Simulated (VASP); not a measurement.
# Mg2BeSeO2 (Cmmm) in VASP: notebook

Runs on Mg2BeSeO2. Level: PBE. Tasks: single point, relaxation of cell and atoms.

Program: VASP 6.6.1. These are calculated values, not measurements. Logs are shortened: lines on timing, memory, paths and dates and some standing lists are left out, and cuts for length are marked.

**1. The cell of the first run**

It takes space group Cmmm (No. 65, orthorhombic). The conventional cell has a = 6.068 Å, b = 10.153 Å, c = 6.725 Å, α = 90.00°, β = 90.00°, γ = 90.00°. Within 3.3 Å of Mg (site symmetry m2m) lie 1 Be at 2.52 Å and 1 Se at 2.56 Å and 2 Mg at 3.03 Å and 2 O at 3.12 Å. Be (site symmetry mmm) has 2 Mg at 2.52 Å and 2 Se at 3.03 Å within 3.3 Å. Within 2.4 Å of Se (site symmetry mmm) lie 2 O at 1.78 Å. Within 2.4 Å of O (site symmetry mm2) lie 1 Se at 1.78 Å.

**2. Single point, PBE**

The input, INCAR:

```
PREC = Accurate
ENCUT = 520
EDIFF = 1E-7
ISMEAR = 0
SIGMA = 0.1
LREAL = F
LASPH = T
NELM = 100
ALGO = Normal
ISIF = 2
LWAVE = F
LCHARG = F
GGA = PE
NBANDS = 21
```

The input, KPOINTS:

```
regular mesh
0
Gamma
  4 4 4
```

The input, POSCAR:

```
Mg2BeSeO2
1.0
    3.0342107909     -5.0764679610      0.0000000000
    3.0342107909      5.0764679610      0.0000000000
    0.0000000000      0.0000000000      6.7252463077
Mg Be Se O
2 1 1 2
Direct
    0.2519815259      0.7480184741      0.5000000000
    0.7480184741      0.2519815259      0.5000000000
    0.5000000000      0.5000000000      0.5000000000
    0.0000000000      0.0000000000      0.5000000000
    0.0000000000      0.0000000000      0.2348471114
    0.0000000000      0.0000000000      0.7651528886
```

Potentials or basis: VASP PAW PBE potentials, release 64 (Mg, Be, Se, O).

Started as:

```
$ cat potpaw_PBE.64/Mg/POTCAR potpaw_PBE.64/Be/POTCAR potpaw_PBE.64/Se/POTCAR potpaw_PBE.64/O/POTCAR > POTCAR
$ mpirun -np 1 vasp_std > vasp.out
```

OUTCAR:

```text
PREC = Accurate
   ENCUT = 520
   EDIFF = 1E-7
   ISMEAR = 0
   LREAL = F
   LASPH = T
   NELM = 100
   ISIF = 2
   GGA = PE

 ion  position               nearest neighbor table
   1  0.252  0.748  0.500-   3 2.52   4 2.56   2 3.03   2 3.03
   2  0.748  0.252  0.500-   3 2.52   4 2.56   1 3.03   1 3.03
   3  0.500  0.500  0.500-   1 2.52   2 2.52
   4  0.000  0.000  0.500-   5 1.78   6 1.78   1 2.56   2 2.56
   5  0.000  0.000  0.235-   4 1.78
   6  0.000  0.000  0.765-   4 1.78

  LATTYP: Found a base centered orthorhombic cell.
 ALAT       =     6.0684215818
 B/A-ratio  =     1.6730768924
 C/A-ratio  =     1.1082365022

  Lattice vectors:

 A1 = (   3.0342107909,  -5.0764679610,   0.0000000000)
 A2 = (   3.0342107909,   5.0764679610,   0.0000000000)
 A3 = (   0.0000000000,   0.0000000000,   6.7252463077)

Analysis of symmetry for initial positions (statically):
=====================================================================
 Subroutine PRICEL returns:
 Original cell was already a primitive cell.

 Routine SETGRP: Setting up the symmetry group for a
 base centered orthorhombic supercell.

 Subroutine GETGRP returns: Found  8 space group operations
 (whereof  8 operations were pure point group operations)
 out of a pool of  8 trial point group operations.

The static configuration has the point symmetry D_2h.

Analysis of symmetry for dynamics (positions and initial velocities):
=====================================================================
 Subroutine PRICEL returns:
 Original cell was already a primitive cell.

 Routine SETGRP: Setting up the symmetry group for a
 base centered orthorhombic supercell.

 Subroutine GETGRP returns: Found  8 space group operations
 (whereof  8 operations were pure point group operations)
 out of a pool of  8 trial point group operations.

The dynamic configuration has the point symmetry D_2h.

 Subroutine INISYM returns: Found  8 space group operations
 (whereof  8 operations are pure point group operations),
 and found     1 'primitive' translations

----------------------------------------------------------------------------------------

                                     Primitive cell

  volume of cell :     207.1789

  direct lattice vectors                    reciprocal lattice vectors
     3.034210791 -5.076467961  0.000000000     0.164787496 -0.098493678  0.000000000
     3.034210791  5.076467961  0.000000000     0.164787496  0.098493678  0.000000000
     0.000000000  0.000000000  6.725246308     0.000000000  0.000000000  0.148693439

  length of vectors
     5.914132403  5.914132403  6.725246308     0.191978966  0.191978966  0.148693439

  position of ions in fractional coordinates (direct lattice)
     0.251981526  0.748018474  0.500000000
     0.748018474  0.251981526  0.500000000
     0.500000000  0.500000000  0.500000000
     0.000000000  0.000000000  0.500000000
     0.000000000  0.000000000  0.234847111
     0.000000000  0.000000000  0.765152889

  ion indices of the primitive-cell ions
   primitive index   ion index
                 1           1
                 2           2
                 3           3
                 4           4
                 5           5
                 6           6

----------------------------------------------------------------------------------------

 KPOINTS: regular mesh

Automatic generation of k-mesh.
 Grid dimensions read from file:
 generate k-points for:    4    4    4

 Generating k-lattice:

  Cartesian coordinates                     Fractional coordinates (reciprocal lattice)
     0.041196874 -0.024623419  0.000000000     0.250000000  0.000000000  0.000000000
     0.041196874  0.024623419  0.000000000     0.000000000  0.250000000  0.000000000
     0.000000000  0.000000000  0.037173360     0.000000000  0.000000000  0.250000000

  Length of vectors
     0.047994742  0.047994742  0.037173360

  Shift w.r.t. Gamma in fractional coordinates (k-lattice)
     0.000000000  0.000000000  0.000000000

 Subroutine IBZKPT returns following result:
 ===========================================

 Found     21 irreducible k-points:

 Following reciprocal coordinates:
            Coordinates               Weight
  0.000000  0.000000  0.000000      1.000000
  0.250000 -0.000000  0.000000      4.000000
  0.500000 -0.000000  0.000000      2.000000
  0.250000  0.250000  0.000000      2.000000
  0.500000  0.250000  0.000000      4.000000
 -0.250000  0.250000  0.000000      2.000000
[... 13 lines left out ...]
 -0.250000  0.250000  0.500000      2.000000
  0.500000  0.500000  0.500000      1.000000
   k-points           NKPTS =     21   k-points in BZ     NKDIM =     21   number of bands    NBANDS=     21
   number of dos      NEDOS =    301   number of ions     NIONS =      6
   total plane-waves  NPLWV = 115200
   dimension x,y,z NGX =    48 NGY =   48 NGZ =   50
   dimension x,y,z NGXF=    96 NGYF=   96 NGZF=  100
   ions per type =               2   1   1   2
   NGX,Y,Z   is equivalent  to a cutoff of  13.49, 13.49, 12.36 a.u.
   NGXF,Y,Z  is equivalent  to a cutoff of  26.99, 26.99, 24.72 a.u.
 SYSTEM =  unknown system
   PREC   = accura    normal or accurate (medium, high low for compatibility)
   ISTART =      0    job   : 0-new  1-cont  2-samecut
   ICHARG =      2    charge: 1-file 2-atom 10-const
   ISPIN  =      1    spin polarized calculation?
   LNONCOLLINEAR =      F non collinear calculations
   LSORBIT =      F    spin-orbit coupling
   LASPH  =      T    aspherical Exc in radial PAW
   ENCUT  =  520.0 eV  38.22 Ry    6.18 a.u.  11.00 11.00 12.50*2*pi/ulx,y,z
   NELM   =    100;   NELMIN=  2; NELMDL= -5     # of ELM steps
   EDIFF  = 0.1E-06   stopping-criterion for ELM
   LREAL  =      F    real-space projection
   EDIFFG = 0.1E-05   stopping-criterion for IOM
   NSW    =      0    number of steps for IOM
   IBRION =     -1    ionic relax: 0-MD 1-quasi-New 2-CG
   NFREE  =      0    steps in history (QN), initial steepest desc. (CG)
   ISIF   =      2    stress and relaxation
   ISYM   =      2    0-nonsym 1-usesym 2-fastsym
   POTIM  = 0.5000    time-step for ionic-motion
   TEBEG  =    0.0;   TEEND  =   0.0 temperature during run
   PSTRESS=    0.0 pullay stress
   NELECT =      24.0000    total number of electrons
   NUPDOWN=      -1.0000    fix difference up-down
   EMIN   =  10.00;   EMAX   =-10.00  energy-range for DOS
   EFERMI =   0.00;   METHOD = LEGACY
   ISMEAR =     0;   SIGMA  =   0.10  broadening in eV -4-tet -1-fermi 0-gaus
   EFERMI_NEDOS =   21; number of points for ismear=-14 and -15
   IALGO  =     38    algorithm
   IMIX   =      4    mixing-type and parameters
     AMIX     =   0.40;   BMIX     =  1.00
     AMIX_MAG =   1.60;   BMIX_MAG =  1.00
  volume/ion in A,a.u.               =      34.53       233.02
  Fermi-wavevector in a.u.,A,eV,Ry     =   0.798050  1.508096  8.665328  0.636884
  Thomas-Fermi vector in A             =   1.904886
   LORBIT       =      0    0 simple, 1 ext, 2 COOP (PROOUT), +10 PAW based schemes
   GGA     = PE    functional components
   LHFCALC =     F    Hartree Fock is set to
   AEXX    =    0.0000 exact exchange contribution
   IVDW    =     0    specifies the selected vdW correction
   LEPSILON=     F    determine dielectric tensor
   LRPA    =     F    only Hartree local field effects (RPA)
 non-spin polarized calculation
 Gauss-broadening in eV      SIGMA  =   0.10
  energy-cutoff  :      520.00
  volume of cell :      207.18
 maximum number of plane-waves:      5598
 NGX is ok and might be reduce to    48
   NGX = 21   NGY = 21   NGZ = 25

 number of electron      24.0000007 magnetization

 Free energy of the ion-electron system (eV)
  ---------------------------------------------------
  ext. energy  EPLUGINS =         0.00000000
  ---------------------------------------------------
  free energy    TOTEN  =       -16.41671864 eV

  energy without entropy =      -16.38560152  energy(sigma->0) =      -16.40116008

 E-fermi :  -0.9457     XC(G=0):  -5.8136

 val. band max:       -0.9535800638   @ k =   0.5000   0.2500   0.2500
 cond. band min:      -0.9232122986   @ k =   0.5000   0.2500   0.0000
 fundamental gap:      0.0303677652
 Fermi energy:        -0.9457075079

 k-point     1 :       0.0000    0.0000    0.0000
  band No.  band energies     occupation
      1     -19.8590      2.00000
      2     -18.6915      2.00000
      3     -12.5489      2.00000
      4      -6.2594      2.00000
      5      -5.7259      2.00000
      6      -5.7050      2.00000
[... 13 lines left out ...]
     20       4.7182      0.00000
     21       5.2283      0.00000

 k-point     2 :       0.2500   -0.0000    0.0000
  band No.  band energies     occupation
      1     -19.8581      2.00000
      2     -18.6913      2.00000
      3     -12.5408      2.00000
      4      -6.4383      2.00000
      5      -5.9838      2.00000
      6      -5.7244      2.00000
[... 13 lines left out ...]
     20       4.0856      0.00000
     21       4.4470      0.00000

 k-point     3 :       0.5000   -0.0000    0.0000
  band No.  band energies     occupation
      1     -19.8570      2.00000
      2     -18.6910      2.00000
      3     -12.5326      2.00000
      4      -6.6204      2.00000
      5      -6.0843      2.00000
      6      -5.7229      2.00000
[... 13 lines left out ...]
     20       4.5045      0.00000
     21       4.6152      0.00000
[... 385 lines left out ...]
 k-point    20 :      -0.2500    0.2500    0.5000
  band No.  band energies     occupation
      1     -19.8358      2.00000
      2     -18.7304      2.00000
      3     -12.4514      2.00000
      4      -6.5828      2.00000
      5      -6.0881      2.00000
      6      -5.7500      2.00000
[... 13 lines left out ...]
     20       4.9086      0.00000
     21       4.9110      0.00000

 k-point    21 :       0.5000    0.5000    0.5000
  band No.  band energies     occupation
      1     -19.8343      2.00000
      2     -18.7301      2.00000
      3     -12.4395      2.00000
      4      -6.8144      2.00000
      5      -6.0866      2.00000
      6      -5.8109      2.00000
[... 13 lines left out ...]
     20       4.2816      0.00000
     21       4.3180      0.00000

------------------------ aborting loop because EDIFF is reached ----------------------------------------

  FORCE on cell =-STRESS in cart. coord.  units (eV):
  Direction    XX          YY          ZZ          XY          YZ          ZX
  --------------------------------------------------------------------------------------
  -------------------------------------------------------------------------------------
  Total        0.0328521     -0.1744120      0.9453918      0.0000000      0.0000000      0.0000000
  in kB        0.2540551     -1.3487804      7.3110009      0.0000000      0.0000000      0.0000000
  external PRESSURE =       2.0720918 kB  Pullay stress =       0.0000000 kB

 VOLUME and BASIS-vectors are now :
 -----------------------------------------------------------------------------
  energy-cutoff  :      520.00
  volume of cell :      207.18
      direct lattice vectors                 reciprocal lattice vectors
     3.034210791 -5.076467961  0.000000000     0.164787496 -0.098493678  0.000000000
     3.034210791  5.076467961  0.000000000     0.164787496  0.098493678  0.000000000
     0.000000000  0.000000000  6.725246308     0.000000000  0.000000000  0.148693439

 POSITION                                       TOTAL-FORCE (eV/Angst)
 -----------------------------------------------------------------------------------
      3.03421      2.51812      3.36262         0.000000      0.025701      0.000000
      3.03421     -2.51812      3.36262         0.000000     -0.025701      0.000000
      3.03421      0.00000      3.36262         0.000000      0.000000      0.000000
      0.00000      0.00000      3.36262         0.000000      0.000000      0.000000
      0.00000      0.00000      1.57940        -0.000000      0.000000     -0.132559
      0.00000      0.00000      5.14584        -0.000000      0.000000      0.132559
 -----------------------------------------------------------------------------------
    total drift:                               -0.000000      0.000000      0.000000

  FREE ENERGIE OF THE ION-ELECTRON SYSTEM (eV)
  ---------------------------------------------------
  free  energy   TOTEN  =       -16.4167186377 eV

  energy  without entropy=      -16.3856015178  energy(sigma->0) =      -16.40116008
```

Wall time 1.8 min (1 thread of Intel Xeon Platinum 8488C (Sapphire Rapids), shared host); peak memory 0.39 GiB.

What came out:

```
Free energy            : -16.4167 eV
Pressure               : 0.2 GPa
Largest force          : 0.133 eV/Å
Band gap on the k mesh : zero (band 12 reaches -0.88 eV, above the bottom of band 13 at -1.09 eV)
```

Forces in eV/Å, atoms in the order of the input:
```
Mg   0.000  0.026  0.000
Mg   0.000 -0.026  0.000
Be   0.000  0.000  0.000
Se   0.000  0.000  0.000
O    0.000  0.000 -0.133
O    0.000  0.000  0.133
```

Levels at points of the mesh, in eV from the Fermi level:
```tsv
k point	band 8	band 9	band 10	band 11	band 12	band 13	band 14	band 15	band 16	band 17
(0.00, 0.00, 0.00)	-2.14	-2.04	-0.69	-0.46	-0.15	-0.14	0.39	0.44	1.00	4.43
(0.50, 0.00, 0.00)	-2.20	-2.11	-1.94	-0.97	-0.34	0.57	1.72	1.73	1.84	2.93
(0.50, 0.50, 0.00)	-2.24	-2.06	-1.78	-0.96	-0.40	0.11	1.92	1.98	2.74	3.49
(0.00, 0.00, 0.50)	-2.23	-2.14	-0.43	-0.25	-0.05	-0.05	0.45	0.48	0.64	4.15
(0.50, 0.00, 0.50)	-2.29	-2.21	-1.91	-0.57	-0.25	0.71	1.65	1.79	1.81	2.59
(0.50, 0.50, 0.50)	-2.36	-2.16	-1.75	-0.47	-0.32	0.26	1.71	2.04	2.40	3.62
```

**3. Relaxation of cell and atoms, PBE**

This run uses another cell than the first one, of 16.68 Å³/atom, 0.483 times its volume.

The input, INCAR:

```
  ALGO = Normal
  EDIFF = 1E-7
  EDIFFG = -0.04
  ENCUT = 600
  GGA = PE
  IBRION = 2
  ISIF = 3
  ISMEAR = 0
  LASPH = T
  LCHARG = F
  LREAL = F
  LWAVE = F
  NELM = 80
  NSW = 90
  PREC = Accurate
  SIGMA = 0.1
```

The input, KPOINTS:

```
k-points
0
Gamma
  4 4 4
```

The input, POSCAR:

```
Mg2BeSeO2
1.0
    2.4692851600     -4.7246289200      0.0000000000
    2.4692851600      4.7246289200      0.0000000000
    0.0000000000      0.0000000000      4.2897596200
Mg Be Se O
2 1 1 2
Direct
    0.1755539500      0.8244460500      0.5000000000
    0.8244460500      0.1755539500      0.5000000000
    0.5000000000      0.5000000000      0.5000000000
    0.0000000000      0.0000000000      0.5000000000
    0.0000000000      0.0000000000      0.2143907600
    0.0000000000      0.0000000000      0.7856092400
```

Potentials or basis: VASP PAW PBE potentials, release 64 (Mg, Be, Se, O).

Started as:

```
$ cat potpaw_PBE.64/Mg/POTCAR potpaw_PBE.64/Be/POTCAR potpaw_PBE.64/Se/POTCAR potpaw_PBE.64/O/POTCAR > POTCAR
$ mpirun -np 1 vasp_std > vasp.out
```

It took 22 min on 1 thread of Intel Xeon Platinum 8488C (Sapphire Rapids), shared host; peak memory 0.33 GiB.

It converged, with:

* Free energy: -15.8925 eV
* Relaxed volume: 29.12 Å³/atom
* Relaxed cell: a = 5.687 Å, b = 5.687 Å, c = 6.419 Å, α = 90.00°, β = 90.00°, γ = 122.68°
* Space group after relaxing (to 0.05 Å): Cmmm (No. 65)
* Energy gained by relaxing: 6840.8 meV/atom
* Ionic steps: 28
* Pressure after relaxing: 0.0 GPa
* Largest force after relaxing: 0.037 eV/Å
* Band gap on the k mesh: zero (band 12 reaches -0.29 eV, above the bottom of band 13 at -0.59 eV)

Forces on the atoms (eV/Å):
```
Mg   0.000  0.037  0.000
Mg   0.000 -0.037  0.000
Be   0.000  0.000  0.000
Se   0.000  0.000  0.000
O    0.000  0.000 -0.002
O    0.000  0.000  0.002
```

The path:
```
step  energy change (eV)  largest force (eV/Å)  pressure (GPa)  volume (Å³)
   1              0.0000               62.9189          149.14       100.09
   2          16065.2200           126793.7649         2095.36       440.67
   3            -21.2040               43.4326           93.42       100.34
   4            -16.1139                2.5073          -15.15       381.73
   5            -39.5532                3.9116           -4.35       191.27
   6            -39.7372                3.8300           -3.55       185.53
   7            -40.1707                1.6499            0.44       162.31
   8            -39.6625                2.3593           10.14       129.76
   9            -40.1952                1.0518            1.53       158.50
  10            -40.1991                1.2101            1.24       159.80
  11            -40.2872                0.7665            2.42       159.45
  12            -40.2887                0.7692            2.28       159.49
  13            -40.4360                0.7680            1.30       164.80
  14            -40.6967                0.6824           -1.24       181.20
  15            -40.7204                0.6988           -2.09       188.28
  16            -40.8420                0.4597           -2.39       189.31
  17            -40.8860                0.6439           -2.47       190.10
  18            -40.9671                0.0981           -1.03       184.08
  19            -40.9735                0.3943           -0.47       182.05
  20            -40.9968                0.1091           -0.31       179.63
  21            -41.0033                0.4907           -0.16       177.69
  22            -41.0226                0.2822            0.15       175.78
  23            -41.0352                0.0974            0.63       172.99
  24            -41.0427                0.1138            0.23       173.89
  25            -41.0434                0.2022            0.06       174.28
  26            -41.0441                0.1165            0.04       174.74
  27            -41.0444                0.0420            0.04       174.58
  28            -41.0445                0.0370            0.02       174.71
```

Final structure:
```xyz
6
Lattice="2.7275 -4.9898 0.0000 2.7275 4.9898 0.0000 0.0000 0.0000 6.4187" Properties=species:S:1:pos:R:3 pbc="T T T"
Mg    2.7275    2.5527    3.2093
Mg    2.7275   -2.5527    3.2093
Be    2.7275    0.0000    3.2093
Se    0.0000    0.0000    3.2093
O     0.0000    0.0000    5.7602
O     0.0000    0.0000    0.6584
```

Levels at points of the mesh, in eV from the Fermi level:
```tsv
k point	band 9	band 10	band 11	band 12	band 13	band 14	band 15	band 16
(0.00, 0.00, 0.00)	-3.00	-1.57	-0.15	-0.10	0.29	0.70	0.82	2.19
(0.50, 0.00, 0.00)	-1.98	-1.23	-0.32	-0.17	0.83	1.94	2.14	2.67
(0.50, 0.50, 0.00)	-1.96	-1.31	-0.33	-0.12	-0.11	2.34	2.60	2.81
(0.00, 0.00, 0.50)	-3.15	-0.65	0.07	0.12	0.35	0.74	0.85	1.89
(0.50, 0.00, 0.50)	-1.95	-0.10	0.01	0.10	0.93	1.37	2.18	2.71
(0.50, 0.50, 0.50)	-1.93	-0.21	-0.20	0.11	0.17	1.60	2.57	2.63
```

Caveat: the k points lie up to 0.33 Å⁻¹ apart in the final cell; the volume moved by over 15 % at a fixed basis, so the end points are rough.
